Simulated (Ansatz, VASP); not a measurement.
Two plane-wave programs on Si

```
CELL_PARAMETERS angstrom
-2.26960 2.38808 1.28554
2.26960 -2.38808 1.28554
2.26960 2.38808 -1.28554
ATOMIC_POSITIONS crystal
Si 0.80700 0.55700 0.25000
Si 0.19300 0.44300 0.75000
```

Change from the starting cell: volume scaled by 1.025, PAW files.

Alike in both runs: task electric field gradients; functional LDA; k mesh 16 × 16 × 16; occupations fermi-dirac, width 0.05 eV; no spin polarisation.

|  | VASP | Ansatz |
| --- | --- | --- |
| version | VASP 6.6.1 | Ansatz 0.2.0 |
| potentials or method | VASP PAW LDA potentials, release 64 (Si) | PAW with Ansatz's default frozen-core files, scalar-relativistic |
| plane-wave cutoff (eV) | 520 | 420 |
| valence electrons in the cell | 8 | 8 |

VASP gave:

* pressure (GPa): 7.1
* traceless stress, the component that is largest in VASP (GPa): 1.08
* rms of the force components (eV/Å): 0.021
* size of Vzz on the site where it differs most (V/Å²): 26.0

Question: What did Ansatz give for the same quantities?

Answer: Pressure (GPa): 7.0; traceless stress, the component that is largest in VASP (GPa): 1.07; rms of the force components (eV/Å): 0.020; size of Vzz on the site where it differs most (V/Å²): 25.4.

LDA's correlation is that of Perdew and Zunger in VASP and of Perdew and Wang (1992) in Ansatz. Atom by atom the forces differ by 0.000 eV/Å (rms over components).
